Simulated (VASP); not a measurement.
A run of VASP 6.6.1 is set up as follows.

INCAR

```
  AGGAC = 1.0
  AGGAX = 1.0
  ALDAC = 0.0
  ALDAX = 1.0
  ALGO = Normal
  EDIFF = 1E-7
  ENCUT = 520
  GGA = B5
  ISIF = 2
  ISMEAR = -1
  LASPH = T
  LCHARG = F
  LREAL = F
  LWAVE = F
  NBANDS = 17
  NELM = 60
  PREC = Accurate
  SIGMA = 0.1
```

KPOINTS

```
k-points
0
Gamma
  6 6 6
```

POSCAR

```
Sr
1.0
    0.0000000000      5.0416564341      5.0416564341
    5.0416564341      0.0000000000      5.0416564341
    5.0416564341      5.0416564341      0.0000000000
Sr
2
Direct
    0.1250000000      0.1250000000      0.1250000000
    0.8750000000      0.8750000000      0.8750000000
```

Potentials or basis: VASP PAW PBE potentials, release 64 (Sr_sv).

Launch:

```bash
$ cat potpaw_PBE.64/Sr_sv/POTCAR > POTCAR
$ mpirun -np 1 vasp_std > vasp.out
```

(1) Predict the band gap on the k mesh.

(2) What does it give for the pressure?

Results:

(1) zero (bands 10 and 11 overlap by 0.42 eV).

(2) 0.0 GPa.

Caveat: the PAW data sets were made with another functional, which shifts forces and pressure a little.
